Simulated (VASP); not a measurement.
# Fe (I4/mmm) in VASP: further runs

Runs on Fe. Level: PBE. Tasks: single point.

All numbers are computed with VASP 6.6.1; they aren't measurements. Logs are shortened: lines on timing, memory, paths and dates and some standing lists are left out, and cuts for length are marked.

### Step 1. The cell of the first run

The structure is tetragonal, space group I4/mmm (No. 139). The conventional cell has a = 2.460 Å, b = 2.460 Å, c = 3.852 Å, α = 90.00°, β = 90.00°, γ = 90.00°. Within 3.2 Å of Fe (site symmetry 4/mmm) lie 12 Fe at 2.46 to 2.60 Å.

### Step 2. Single point, PBE, collinear spin, ferromagnetic start (volume 11.654 Å^3 an atom, c/a of the conventional cell 1.5658)

Contents of INCAR:

```
SYSTEM = Fe
ALGO     = Normal         ! electronic algorithm
EDIFF    = 1E-7           ! SCF threshold, eV
ENCUT    = 520            ! plane-wave cutoff, eV
GGA      = PE             ! functional
ISIF     = 2              ! what is computed and relaxed
ISMEAR   = 0              ! smearing method
ISPIN    = 2              ! spin polarisation
LASPH    = .TRUE.         ! aspherical terms in the spheres
LCHARG   = .FALSE.        ! write CHGCAR
LMAXMIX  = 4              ! l up to which the mixer works
LORBIT   = 11             ! projections on sites
LREAL    = .FALSE.        ! projectors in reciprocal space
LWAVE    = .FALSE.        ! write WAVECAR
MAGMOM   = 2.44           ! initial moments
NBANDS   = 14             ! bands
NELM     = 150            ! most SCF steps
PREC     = Accurate       ! precision mode
SIGMA    = 0.15           ! smearing width, eV
```

Contents of KPOINTS:

```
k-points
0
G
  12 12 12
  0 0 0
```

Contents of POSCAR:

```
Fe
1.0
   -1.2299654473      1.2299654473      1.9258798974
    1.2299654473     -1.2299654473      1.9258798974
    1.2299654473      1.2299654473     -1.9258798974
Fe
1
Direct
    0.0000000000      0.0000000000      0.0000000000
```

Potentials or basis: VASP PAW PBE potentials, release 64 (Fe).

On the command line:

```bash
cat potpaw_PBE.64/Fe/POTCAR > POTCAR
mpirun -np 1 vasp_std > vasp.out
```

OUTCAR:

```text
SYSTEM = Fe
   EDIFF = 1E-7
   ENCUT = 520
   GGA = PE
   ISIF = 2
   ISMEAR = 0
   ISPIN = 2
   LASPH = .TRUE.
   LORBIT = 11
   LREAL = .FALSE.
   NELM = 150
   PREC = Accurate

 ion  position               nearest neighbor table
   1  0.000  0.000  0.000-

  LATTYP: Found a body centered tetragonal cell.
 ALAT       =     2.4599308946
 C/A-ratio  =     1.5658000000

  Lattice vectors:

 A1 = (  -1.2299654473,   1.2299654473,   1.9258798974)
 A2 = (   1.2299654473,  -1.2299654473,   1.9258798974)
 A3 = (   1.2299654473,   1.2299654473,  -1.9258798974)

Analysis of symmetry for initial positions (statically):
=====================================================================
 Subroutine PRICEL returns:
 Original cell was already a primitive cell.

 Routine SETGRP: Setting up the symmetry group for a
 body centered tetragonal supercell.

 Subroutine GETGRP returns: Found 16 space group operations
 (whereof 16 operations were pure point group operations)
 out of a pool of 16 trial point group operations.

The static configuration has the point symmetry D_4h.

Analysis of symmetry for dynamics (positions and initial velocities):
=====================================================================
 Subroutine PRICEL returns:
 Original cell was already a primitive cell.

 Routine SETGRP: Setting up the symmetry group for a
 body centered tetragonal supercell.

 Subroutine GETGRP returns: Found 16 space group operations
 (whereof 16 operations were pure point group operations)
 out of a pool of 16 trial point group operations.

The dynamic configuration has the point symmetry D_4h.

Analysis of structural, dynamic, and magnetic symmetry:
=====================================================================
 Subroutine PRICEL returns:
 Original cell was already a primitive cell.

 Routine SETGRP: Setting up the symmetry group for a
 body centered tetragonal supercell.

 Subroutine GETGRP returns: Found 16 space group operations
 (whereof 16 operations were pure point group operations)
 out of a pool of 16 trial point group operations.

The overall configuration has the point symmetry D_4h.

 Subroutine INISYM returns: Found 16 space group operations
 (whereof 16 operations are pure point group operations),
 and found     1 'primitive' translations

----------------------------------------------------------------------------------------

                                     Primitive cell

  volume of cell :      11.6540

  direct lattice vectors                    reciprocal lattice vectors
    -1.229965447  1.229965447  1.925879897     0.000000000  0.406515485  0.259621589
     1.229965447 -1.229965447  1.925879897     0.406515485  0.000000000  0.259621589
     1.229965447  1.229965447 -1.925879897     0.406515485  0.406515485  0.000000000

  length of vectors
     2.595119146  2.595119146  2.595119146     0.482346565  0.482346565  0.574899712

  position of ions in fractional coordinates (direct lattice)
     0.000000000  0.000000000  0.000000000

  ion indices of the primitive-cell ions
   primitive index   ion index
                 1           1

----------------------------------------------------------------------------------------

 KPOINTS: k-points

Automatic generation of k-mesh.
 Grid dimensions read from file:
 generate k-points for:   12   12   12

 Generating k-lattice:

  Cartesian coordinates                     Fractional coordinates (reciprocal lattice)
     0.000000000  0.033876290  0.021635132     0.083333333  0.000000000  0.000000000
     0.033876290  0.000000000  0.021635132     0.000000000  0.083333333  0.000000000
     0.033876290  0.033876290  0.000000000     0.000000000  0.000000000  0.083333333

  Length of vectors
     0.040195547  0.040195547  0.047908309

  Shift w.r.t. Gamma in fractional coordinates (k-lattice)
     0.000000000  0.000000000  0.000000000

 Subroutine IBZKPT returns following result:
 ===========================================

 Found    163 irreducible k-points:

 Following reciprocal coordinates:
            Coordinates               Weight
  0.000000  0.000000  0.000000      1.000000
  0.083333  0.000000  0.000000      8.000000
  0.166667  0.000000  0.000000      8.000000
  0.250000  0.000000 -0.000000      8.000000
  0.333333  0.000000  0.000000      8.000000
  0.416667 -0.000000  0.000000      8.000000
[... 16 lines left out ...]
  0.500000  0.166667  0.000000     16.000000
 -0.416667  0.166667 -0.000000     16.000000
 [... further k-points ...]
   k-points           NKPTS =    163   k-points in BZ     NKDIM =    163   number of bands    NBANDS=     14
   number of dos      NEDOS =    301   number of ions     NIONS =      1
   total plane-waves  NPLWV =   8000
   dimension x,y,z NGX =    20 NGY =   20 NGZ =   20
   dimension x,y,z NGXF=    40 NGYF=   40 NGZF=   40
   ions per type =               1
   NGX,Y,Z   is equivalent  to a cutoff of  12.81, 12.81, 12.81 a.u.
   NGXF,Y,Z  is equivalent  to a cutoff of  25.62, 25.62, 25.62 a.u.
 SYSTEM =  Fe
   PREC   = accura    normal or accurate (medium, high low for compatibility)
   ISTART =      0    job   : 0-new  1-cont  2-samecut
   ICHARG =      2    charge: 1-file 2-atom 10-const
   ISPIN  =      2    spin polarized calculation?
   LNONCOLLINEAR =      F non collinear calculations
   LSORBIT =      F    spin-orbit coupling
   LASPH  =      T    aspherical Exc in radial PAW
   ENCUT  =  520.0 eV  38.22 Ry    6.18 a.u.   4.83  4.83  4.83*2*pi/ulx,y,z
   NELM   =    150;   NELMIN=  2; NELMDL= -5     # of ELM steps
   EDIFF  = 0.1E-06   stopping-criterion for ELM
   LREAL  =      F    real-space projection
   EDIFFG = 0.1E-05   stopping-criterion for IOM
   NSW    =      0    number of steps for IOM
   IBRION =     -1    ionic relax: 0-MD 1-quasi-New 2-CG
   NFREE  =      0    steps in history (QN), initial steepest desc. (CG)
   ISIF   =      2    stress and relaxation
   ISYM   =      2    0-nonsym 1-usesym 2-fastsym
   POTIM  = 0.5000    time-step for ionic-motion
   TEBEG  =    0.0;   TEEND  =   0.0 temperature during run
   PSTRESS=    0.0 pullay stress
   NELECT =       8.0000    total number of electrons
   NUPDOWN=      -1.0000    fix difference up-down
   EMIN   =  10.00;   EMAX   =-10.00  energy-range for DOS
   EFERMI =   0.00;   METHOD = LEGACY
   ISMEAR =     0;   SIGMA  =   0.15  broadening in eV -4-tet -1-fermi 0-gaus
   EFERMI_NEDOS =   21; number of points for ismear=-14 and -15
   IALGO  =     38    algorithm
   IMIX   =      4    mixing-type and parameters
     AMIX     =   0.40;   BMIX     =  1.00
     AMIX_MAG =   1.60;   BMIX_MAG =  1.00
  volume/ion in A,a.u.               =      11.65        78.65
  Fermi-wavevector in a.u.,A,eV,Ry     =   1.444153  2.729053 28.376003  2.085577
  Thomas-Fermi vector in A             =   2.562480
   LORBIT       =     11    0 simple, 1 ext, 2 COOP (PROOUT), +10 PAW based schemes
   GGA     = PE    functional components
   LHFCALC =     F    Hartree Fock is set to
   AEXX    =    0.0000 exact exchange contribution
   IVDW    =     0    specifies the selected vdW correction
   LEPSILON=     F    determine dielectric tensor
   LRPA    =     F    only Hartree local field effects (RPA)
 spin polarized calculation
 Gauss-broadening in eV      SIGMA  =   0.15
  energy-cutoff  :      520.00
  volume of cell :       11.65
 maximum number of plane-waves:       336
   NGX =  9   NGY =  9   NGZ =  9

 number of electron       8.0000002 magnetization       2.3615226

 Free energy of the ion-electron system (eV)
  ---------------------------------------------------
  ext. energy  EPLUGINS =         0.00000000
  ---------------------------------------------------
  free energy    TOTEN  =        -8.12420933 eV

  energy without entropy =       -8.11312448  energy(sigma->0) =       -8.11866690

 E-fermi :   5.6748     XC(G=0): -12.9623

 val. band max:        5.6706358638   @ k =  -0.0833  -0.4167   0.0833
 cond. band min:       5.6868507473   @ k =   0.1667   0.1667   0.0000
 fundamental gap:      0.0162148835
 Fermi energy:         5.6747741935

 spin component 1

 k-point     1 :       0.0000    0.0000    0.0000
  band No.  band energies     occupation
      1      -2.7378      1.00000
      2       3.0299      1.00000
      3       3.5668      1.00000
      4       3.5668      1.00000
      5       4.0520      1.00000
      6       4.6345      1.00000
      7      28.0180      0.00000
      8      31.0574      0.00000
      9      32.6569      0.00000
     10      32.6569      0.00000
     11      34.8706      0.00000
     12      34.8706      0.00000
     13      35.7052      0.00000
     14      36.7757      0.00000
[... 375 lines left out ...]
 k-point    24 :      -0.4167    0.1667   -0.0000
  band No.  band energies     occupation
      1       1.1631      1.00000
      2       2.5700      1.00000
      3       3.3584      1.00000
      4       3.7174      1.00000
      5       5.3261      0.99949
      6       6.3277      0.00000
      7      15.7235      0.00000
      8      24.0394      0.00000
      9      25.4123      0.00000
     10      27.9203      0.00000
     11      35.0773      0.00000
     12      37.5821      0.00000
     13      39.6893      0.00000
     14      44.4748      0.00000

 [... further k-points ...]

 spin component 2

 k-point     1 :       0.0000    0.0000    0.0000
  band No.  band energies     occupation
      1      -2.5265      1.00000
      2       4.8148      1.00000
      3       5.9031      0.01569
      4       5.9031      0.01567
      5       6.5660      0.00000
      6       7.6685      0.00000
      7      27.6825      0.00000
      8      30.9779      0.00000
      9      33.2136      0.00000
     10      33.2136      0.00000
     11      35.5483      0.00000
     12      35.5483      0.00000
     13      36.3065      0.00000
     14      36.4289      0.00000
[... 375 lines left out ...]
 k-point    24 :      -0.4167    0.1667   -0.0000
  band No.  band energies     occupation
      1       2.1168      1.00000
      2       4.2985      1.00000
      3       5.4157      0.99271
      4       6.0982      0.00003
      5       7.9298      0.00000
      6       8.2714      0.00000
      7      16.7092      0.00000
      8      24.5046      0.00000
      9      25.8572      0.00000
     10      28.5151      0.00000
     11      35.5519      0.00000
     12      38.2021      0.00000
     13      40.0322      0.00000
     14      44.9655      0.00000

 [... further k-points ...]
[... 5 lines left out ...]
  --------------------------------------------------------------------------------------
  -------------------------------------------------------------------------------------
  Total       -0.1571937     -0.1571937      0.5115679      0.0000000     -0.0000000      0.0000000
  in kB      -21.6107889    -21.6107889     70.3297187      0.0000000     -0.0000000      0.0000000
  external PRESSURE =       9.0360470 kB  Pullay stress =       0.0000000 kB

 VOLUME and BASIS-vectors are now :
 -----------------------------------------------------------------------------
  energy-cutoff  :      520.00
  volume of cell :       11.65
      direct lattice vectors                 reciprocal lattice vectors
    -1.229965447  1.229965447  1.925879897     0.000000000  0.406515485  0.259621589
     1.229965447 -1.229965447  1.925879897     0.406515485  0.000000000  0.259621589
     1.229965447  1.229965447 -1.925879897     0.406515485  0.406515485  0.000000000

 POSITION                                       TOTAL-FORCE (eV/Angst)
 -----------------------------------------------------------------------------------
      0.00000      0.00000      0.00000        -0.000000     -0.000000     -0.000000
 -----------------------------------------------------------------------------------
    total drift:                                0.000000     -0.000000      0.000000

  FREE ENERGIE OF THE ION-ELECTRON SYSTEM (eV)
  ---------------------------------------------------
  free  energy   TOTEN  =        -8.1242093252 eV

  energy  without entropy=       -8.1131244795  energy(sigma->0) =       -8.11866690

 total charge

# of ion       s       p       d       tot
------------------------------------------
    1        0.482   0.521   6.218   7.221

 magnetization (x)

# of ion       s       p       d       tot
------------------------------------------
    1       -0.017  -0.051   2.425   2.357
```

It took 74 s on 1 thread of AMD EPYC 7R43 (Zen 3), shared host; peak memory 0.13 GiB.

Results:

```
Free energy                                           : -8.1242 eV
Pressure                                              : 0.9 GPa
Net moment                                            : 2.36 μB per cell
Site moments                                          : Fe +2.36 μB
Valence electrons inside the program's atomic spheres : Fe 7.22
```

Levels at points of the mesh, in eV from the Fermi level:
Spin up:
| k point | band 2 | band 3 | band 4 | band 5 | band 6 | band 7 | band 8 | band 9 |
| --- | --- | --- | --- | --- | --- | --- | --- | --- |
| (0.00, 0.00, 0.00) | -2.64 | -2.11 | -2.11 | -1.62 | -1.04 | 22.34 | 25.38 | 26.98 |
| (0.50, 0.00, 0.00) | -2.73 | -2.24 | -0.51 | -0.13 | -0.01 | 6.47 | 19.64 | 23.99 |
| (0.50, 0.50, 0.00) | -4.34 | -0.47 | -0.37 | 0.41 | 3.47 | 10.50 | 13.71 | 13.97 |
| (0.50, 0.50, 0.50) | -4.16 | -0.52 | -0.14 | -0.14 | 1.22 | 8.06 | 16.10 | 16.10 |
Spin down:
| k point | band 1 | band 2 | band 3 | band 4 | band 5 | band 6 | band 7 | band 8 |
| --- | --- | --- | --- | --- | --- | --- | --- | --- |
| (0.00, 0.00, 0.00) | -8.20 | -0.86 | 0.23 | 0.23 | 0.89 | 1.99 | 22.01 | 25.30 |
| (0.50, 0.00, 0.00) | -3.56 | -0.64 | 0.12 | 0.38 | 2.25 | 2.36 | 7.97 | 19.62 |
| (0.50, 0.50, 0.00) | -3.26 | -2.51 | 2.24 | 2.29 | 2.55 | 3.70 | 11.91 | 14.04 |
| (0.50, 0.50, 0.50) | -3.49 | -2.65 | 1.41 | 2.50 | 2.50 | 2.59 | 9.51 | 16.61 |

(Part 1 of 2 ends here.)
